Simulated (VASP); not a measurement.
# CdSe (F-43m) in VASP: notebook

The runs below take CdSe through relaxation of cell and atoms, with PBE+D3(BJ), revPBE+D3(BJ).

All numbers are computed with VASP 6.6.1; they aren't measurements. Logs are shortened: lines on timing, memory, paths and dates and some standing lists are left out, and cuts for length are marked.

**1. The cell of the first run**

Symmetry: F-43m, No. 216, cubic system. The conventional cell has a = 6.141 Å, b = 6.141 Å, c = 6.141 Å, α = 90.00°, β = 90.00°, γ = 90.00°. Cd (site symmetry -43m) has 4 Se at 2.66 Å within 3.5 Å. Se (site symmetry -43m) has 4 Cd at 2.66 Å within 3.5 Å.

**2. Relaxation of cell and atoms, PBE+D3(BJ)**

INCAR reads:

```
SYSTEM = CdSe
PREC     = Accurate       ! precision mode
ENCUT    = 600            ! plane-wave cutoff, eV
EDIFF    = 1E-7           ! SCF threshold, eV
ISMEAR   = 0              ! smearing method
SIGMA    = 0.01           ! smearing width, eV
LREAL    = .FALSE.        ! projectors in reciprocal space
LASPH    = .TRUE.         ! aspherical terms in the spheres
NELM     = 80             ! most SCF steps
ALGO     = Normal         ! electronic algorithm
ISIF     = 3              ! what is computed and relaxed
LWAVE    = .FALSE.        ! write WAVECAR
LCHARG   = .FALSE.        ! write CHGCAR
GGA      = PE             ! functional
IVDW     = 12             ! dispersion correction
IBRION   = 2              ! ionic algorithm
NSW      = 80             ! ionic steps
EDIFFG   = -0.01          ! ionic threshold
```

KPOINTS reads:

```
Automatic mesh
0
G
  6 6 6
  0 0 0
```

POSCAR reads:

```
CdSe
1.0
    4.3420190000      0.0000000000      0.0000000000
    2.1710095000      3.7602987577      0.0000000000
    2.1710095000      1.2534329192      3.5452436678
Cd Se
1 1
Direct
    0.0000000000      0.0000000000      0.0000000000
    0.7500000000      0.7500000000      0.7500000000
```

Potentials or basis: VASP PAW PBE potentials, release 64 (Cd, Se).

Command:

```bash
$ cat potpaw_PBE.64/Cd/POTCAR potpaw_PBE.64/Se/POTCAR > POTCAR
$ mpirun -np 1 vasp_std > vasp.out
```

OUTCAR:

```text
SYSTEM = CdSe
   PREC = Accurate
   ENCUT = 600
   EDIFF = 1E-7
   ISMEAR = 0
   LREAL = .FALSE.
   LASPH = .TRUE.
   NELM = 80
   ISIF = 3
   GGA = PE
   IVDW = 12
   IBRION = 2
   NSW = 80
   EDIFFG = -0.01
 IVDW          = 12

 ion  position               nearest neighbor table
   1  0.000  0.000  0.000-   2 2.66   2 2.66   2 2.66   2 2.66
   2  0.750  0.750  0.750-   1 2.66   1 2.66   1 2.66   1 2.66

  LATTYP: Found a face centered cubic cell.
 ALAT       =     6.1405421579

  Lattice vectors:

 A1 = (   4.3420190000,   0.0000000000,   0.0000000000)
 A2 = (   2.1710095000,   3.7602987577,   0.0000000000)
 A3 = (   2.1710095000,   1.2534329192,   3.5452436678)

Analysis of symmetry for initial positions (statically):
=====================================================================
 Subroutine PRICEL returns:
 Original cell was already a primitive cell.

 Routine SETGRP: Setting up the symmetry group for a
 face centered cubic supercell.

 Subroutine GETGRP returns: Found 24 space group operations
 (whereof 24 operations were pure point group operations)
 out of a pool of 48 trial point group operations.

The static configuration has the point symmetry T_d .

Analysis of symmetry for dynamics (positions and initial velocities):
=====================================================================
 Subroutine PRICEL returns:
 Original cell was already a primitive cell.

 Routine SETGRP: Setting up the symmetry group for a
 face centered cubic supercell.

 Subroutine GETGRP returns: Found 24 space group operations
 (whereof 24 operations were pure point group operations)
 out of a pool of 48 trial point group operations.

The dynamic configuration has the point symmetry T_d .

 Subroutine INISYM returns: Found 24 space group operations
 (whereof 24 operations are pure point group operations),
 and found     1 'primitive' translations

----------------------------------------------------------------------------------------

                                     Primitive cell

  volume of cell :      57.8842

  direct lattice vectors                    reciprocal lattice vectors
     4.342019000  0.000000000  0.000000000     0.230307606 -0.132968158 -0.094022686
     2.171009500  3.760298758  0.000000000     0.000000000  0.265936316 -0.094022686
     2.171009500  1.253432919  3.545243668     0.000000000  0.000000000  0.282068059

  length of vectors
     4.342019000  4.342019000  4.342019000     0.282068059  0.282068059  0.282068059

  position of ions in fractional coordinates (direct lattice)
     0.000000000  0.000000000  0.000000000
     0.750000000  0.750000000  0.750000000

  ion indices of the primitive-cell ions
[... 50 lines left out ...]
   total plane-waves  NPLWV =  46656
   dimension x,y,z NGX =    36 NGY =   36 NGZ =   36
   dimension x,y,z NGXF=    72 NGYF=   72 NGZF=   72
   ions per type =               1   1
   NGX,Y,Z   is equivalent  to a cutoff of  13.78, 13.78, 13.78 a.u.
   NGXF,Y,Z  is equivalent  to a cutoff of  27.57, 27.57, 27.57 a.u.
 SYSTEM =  CdSe
   PREC   = accura    normal or accurate (medium, high low for compatibility)
   ISTART =      0    job   : 0-new  1-cont  2-samecut
   ICHARG =      2    charge: 1-file 2-atom 10-const
   ISPIN  =      1    spin polarized calculation?
   LNONCOLLINEAR =      F non collinear calculations
   LSORBIT =      F    spin-orbit coupling
   LASPH  =      T    aspherical Exc in radial PAW
   ENCUT  =  600.0 eV  44.10 Ry    6.64 a.u.   8.67  8.67  8.67*2*pi/ulx,y,z
   NELM   =     80;   NELMIN=  2; NELMDL= -5     # of ELM steps
   EDIFF  = 0.1E-06   stopping-criterion for ELM
   LREAL  =      F    real-space projection
   EDIFFG = -.1E-01   stopping-criterion for IOM
   NSW    =     80    number of steps for IOM
   IBRION =      2    ionic relax: 0-MD 1-quasi-New 2-CG
   NFREE  =      1    steps in history (QN), initial steepest desc. (CG)
   ISIF   =      3    stress and relaxation
   ISYM   =      2    0-nonsym 1-usesym 2-fastsym
   POTIM  = 0.5000    time-step for ionic-motion
   TEBEG  =    0.0;   TEEND  =   0.0 temperature during run
   PSTRESS=    0.0 pullay stress
   NELECT =      18.0000    total number of electrons
   NUPDOWN=      -1.0000    fix difference up-down
   EMIN   =  10.00;   EMAX   =-10.00  energy-range for DOS
   EFERMI =   0.00;   METHOD = LEGACY
   ISMEAR =     0;   SIGMA  =   0.01  broadening in eV -4-tet -1-fermi 0-gaus
   EFERMI_NEDOS =   21; number of points for ismear=-14 and -15
   IALGO  =     38    algorithm
   IMIX   =      4    mixing-type and parameters
     AMIX     =   0.40;   BMIX     =  1.00
     AMIX_MAG =   1.60;   BMIX_MAG =  1.00
  volume/ion in A,a.u.               =      28.94       195.31
  Fermi-wavevector in a.u.,A,eV,Ry     =   1.109121  2.095935 16.737200  1.230149
  Thomas-Fermi vector in A             =   2.245657
   LORBIT       =      0    0 simple, 1 ext, 2 COOP (PROOUT), +10 PAW based schemes
   GGA     = PE    functional components
   LHFCALC =     F    Hartree Fock is set to
   AEXX    =    0.0000 exact exchange contribution
   IVDW    =    12    specifies the selected vdW correction
   LEPSILON=     F    determine dielectric tensor
   LRPA    =     F    only Hartree local field effects (RPA)
 conjugate gradient relaxation of ions
 non-spin polarized calculation
 Gauss-broadening in eV      SIGMA  =   0.01
  energy-cutoff  :      600.00
  volume of cell :       57.88
 maximum number of plane-waves:      1964
   NGX = 17   NGY = 17   NGZ = 17

--------------------------------------- Ionic step        1  -------------------------------------------

 number of electron      17.9999997 magnetization

 Free energy of the ion-electron system (eV)
  ---------------------------------------------------
  ext. energy  EPLUGINS =         0.00000000
  ---------------------------------------------------
  free energy    TOTEN  =        -5.48626442 eV

  energy without entropy =       -5.48626442  energy(sigma->0) =       -5.48626442

------------------------ aborting loop because EDIFF is reached ----------------------------------------

 Edisp (eV)   -0.61690

 E8    (eV) :    -0.2634
[... 71 lines left out ...]
--------------------------------------- Ionic step        3  -------------------------------------------

 number of electron      17.9999997 magnetization

 Free energy of the ion-electron system (eV)
  ---------------------------------------------------
  ext. energy  EPLUGINS =         0.00000000
  ---------------------------------------------------
  free energy    TOTEN  =        -5.48055416 eV

  energy without entropy =       -5.48055416  energy(sigma->0) =       -5.48055416

 E-fermi :   0.8614     XC(G=0):  -8.7950

 val. band max:        0.7914006000   @ k =   0.0000   0.0000   0.0000
 cond. band min:       1.3581123781   @ k =   0.0000   0.0000   0.0000
 fundamental gap:      0.5667117781
 Fermi energy:         0.8613775949

 k-point     1 :       0.0000    0.0000    0.0000
  band No.  band energies     occupation
      1     -11.6933      2.00000
      2      -7.0828      2.00000
      3      -7.0828      2.00000
      4      -7.0828      2.00000
      5      -6.7295      2.00000
      6      -6.7295      2.00000
      7       0.7914      2.00000
      8       0.7914      2.00000
      9       0.7914      2.00000
     10       1.3581      0.00000
     11       6.7233      0.00000
     12       6.7233      0.00000
     13       6.7233      0.00000
[... 271 lines left out ...]
  FREE ENERGIE OF THE ION-ELECTRON SYSTEM (eV)
  ---------------------------------------------------
  free  energy   TOTEN  =        -6.1038895400 eV

  energy  without entropy=       -6.1038895400  energy(sigma->0) =       -6.10388954

 reached required accuracy - stopping structural energy minimisation
```

OSZICAR:

```text
N       E                     dE             d eps       ncg     rms          rms(c)
DAV:   1     0.119968168696E+03    0.11997E+03   -0.97057E+03   416   0.140E+03
DAV:   2    -0.524791290446E+00   -0.12049E+03   -0.11485E+03   461   0.307E+02
DAV:   3    -0.583776696611E+01   -0.53130E+01   -0.52977E+01   481   0.669E+01
[... 24 lines left out ...]
DAV:   3    -0.548057192215E+01    0.11145E-03   -0.28920E-04   436   0.195E-01    0.740E-02
DAV:   4    -0.548055583017E+01    0.16092E-04   -0.20814E-05   436   0.446E-02    0.118E-02
DAV:   5    -0.548055424884E+01    0.15813E-05   -0.40759E-06   481   0.304E-02    0.423E-03
DAV:   6    -0.548055408989E+01    0.15894E-06   -0.66903E-07   441   0.118E-02    0.147E-03
DAV:   7    -0.548055416384E+01   -0.73952E-07   -0.56875E-08   283   0.190E-03
   3 F= -.61038895E+01 E0= -.61038895E+01  d E =-.723886E-03
```

CONTCAR:

```text
CdSe
   1.00000000000000
     4.3290430740258694   -0.0000000000000000    0.0000000000000000
     2.1645215370129347    3.7490612761689088    0.0000000000001056
     2.1645215370129347    1.2496870920231689    3.5346488686079942
  Cd              Se
     1     1
Direct
     0.0000000000000000    0.0000000000000000    0.0000000000000000
     0.7500000000000000    0.7500000000000000    0.7500000000000000

  0.00000000E+00  0.00000000E+00  0.00000000E+00
  0.00000000E+00  0.00000000E+00  0.00000000E+00
```

It took 73 s on 1 thread of AMD EPYC 7R13, shared host; peak memory 0.2 GiB.

What came out:

| Quantity | Value |
| --- | --- |
| Free energy | -6.1039 eV |
| Relaxed volume | 28.68 Å³/atom |
| Relaxed cell | a = 4.329 Å, b = 4.329 Å, c = 4.329 Å, α = 60.00°, β = 60.00°, γ = 60.00° |
| Space group after relaxing (to 0.05 Å) | F-43m (No. 216) |
| Energy gained by relaxing | 0.4 meV/atom |
| Ionic steps | 3 |
| Pressure after relaxing | 0.0 GPa |
| Band gap on the k mesh | 0.57 eV, direct |
| Dispersion energy per atom | -0.312 eV |

Step by step:
```tsv
step	energy change (eV)	largest force (eV/Å)	pressure (GPa)	volume (Å³)
1	0.0000	0.0000	-0.44	57.88
2	-0.0007	0.0000	0.14	57.22
3	-0.0007	0.0000	0.00	57.37
```

Final structure:
```
Cd Se
1.0
     4.32904    0.00000    0.00000
     2.16452    3.74906    0.00000
     2.16452    1.24969    3.53465
Cd Se
1 1
Direct
  0.00000 0.00000 0.00000
  0.75000 0.75000 0.75000
```

Levels at points of the mesh, in eV from the valence-band top:
```
           k point  band 6  band 7  band 8  band 9  band 10  band 11  band 12  band 13
(0.00, 0.00, 0.00)   -7.52    0.00    0.00    0.00     0.57     5.93     5.93     5.93
(0.50, 0.00, 0.00)   -7.24   -4.28   -0.72   -0.72     2.37     6.44     6.44     7.37
(0.50, 0.50, 0.00)   -7.18   -3.99   -1.79   -1.79     3.17     3.74     9.03    10.10
```

**3. Relaxation of cell and atoms, revPBE+D3(BJ)**

INCAR reads:

```
ALGO = Normal ; EDIFF = 1E-6
EDIFFG = -0.01 ; ENCUT = 600
GGA = RE ; IBRION = 2
ISIF = 3 ; ISMEAR = 0
IVDW = 12 ; LASPH = True
LCHARG = False ; LREAL = False
LWAVE = False ; NELM = 100
NSW = 80 ; PREC = Accurate
SIGMA = 0.01
```

KPOINTS reads:

```
k-points
0
Gamma
  6 6 6
```

POSCAR is that of step 2.

Potentials or basis: VASP PAW PBE potentials, release 64 (Cd, Se).

Command:

```bash
$ cat potpaw_PBE.64/Cd/POTCAR potpaw_PBE.64/Se/POTCAR > POTCAR
$ mpirun -np 1 vasp_std > vasp.out
```

Wall time 65 s (1 thread of AMD EPYC 7R13, shared host); peak memory 0.2 GiB.

Results (log left out):

- Free energy: -6.0965 eV
- Relaxed volume: 28.36 Å³/atom
- Relaxed cell: a = 4.313 Å, b = 4.313 Å, c = 4.313 Å, α = 60.00°, β = 60.00°, γ = 60.00°
- Space group after relaxing (to 0.05 Å): F-43m (No. 216)
- Energy gained by relaxing: 1.8 meV/atom
- Ionic steps: 3
- Pressure after relaxing: 0.0 GPa
- Band gap on the k mesh: 0.72 eV, direct
- Dispersion energy per atom: -0.606 eV

The path:
| step | energy change (eV) | largest force (eV/Å) | pressure (GPa) | volume (Å³) |
| --- | --- | --- | --- | --- |
| 1 | 0.0000 | 0.0000 | -0.99 | 57.88 |
| 2 | -0.0034 | 0.0000 | 0.29 | 56.40 |
| 3 | -0.0037 | 0.0000 | 0.01 | 56.72 |

Final structure:
```
Cd Se
1.0
     4.31263    0.00000    0.00000
     2.15632    3.73485    0.00000
     2.15632    1.24495    3.52125
Cd Se
1 1
Direct
  0.00000 0.00000 0.00000
  0.75000 0.75000 0.75000
```

Levels at points of the mesh, in eV from the valence-band top:
| k point | band 5 | band 6 | band 7 | band 8 | band 9 | band 10 | band 11 | band 12 | band 13 |
| --- | --- | --- | --- | --- | --- | --- | --- | --- | --- |
| (0.00, 0.00, 0.00) | -7.55 | -7.55 | 0.00 | 0.00 | 0.00 | 0.72 | 5.99 | 5.99 | 5.99 |
| (0.50, 0.00, 0.00) | -7.53 | -7.26 | -4.30 | -0.73 | -0.73 | 2.48 | 6.50 | 6.50 | 7.56 |
| (0.50, 0.50, 0.00) | -7.49 | -7.19 | -4.01 | -1.81 | -1.81 | 3.29 | 3.82 | 9.23 | 10.25 |

Caveat: the PAW data sets were made with another functional, which shifts forces and pressure a little.
